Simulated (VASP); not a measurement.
Here is a VASP 6.6.1 calculation.

Contents of INCAR:

```
SYSTEM = Zn
PREC = Accurate
ENCUT = 520
EDIFF = 1E-6
ISMEAR = 0
SIGMA = 0.1
LREAL = .FALSE.
LASPH = .TRUE.
NELM = 60
ALGO = Normal
ISIF = 2
LWAVE = .FALSE.
LCHARG = .FALSE.
GGA = PE
NBANDS = 19
```

KPOINTS

```
regular mesh
0
G
  6 4 6
  0 0 0
```

Contents of POSCAR:

```
Zn
1.0
    3.3802358781      0.0000000000      0.0000000000
    0.0000000000      5.4458530960      0.0000000000
   -1.6833870660      0.0000000000      2.9948287568
Zn
2
Direct
    0.6515596900      0.2500000000      0.8042281600
    0.3484403100      0.7500000000      0.1957718400
```

Potentials or basis: VASP PAW PBE potentials, release 64 (Zn).

Run with:

```console
$ cat potpaw_PBE.64/Zn/POTCAR > POTCAR
$ mpirun -np 1 vasp_std > vasp.out
```

Task: Estimate the band gap on the k mesh.

Result: Zero (band 12 reaches -0.20 eV, above the bottom of band 13 at -0.85 eV).

Task: Estimate the largest force.

Result: 0.034 eV/Å.

Task: Estimate the pressure.

Result: -5.3 GPa.

Stress tensor (GPa, compression positive):
```
-5.93  0.00  0.06
 0.00 -5.12  0.00
 0.06  0.00 -4.78
```

Caveat: the cell differs from its parent crystal (Hg replaced by Zn, lengths x 0.955, strained).
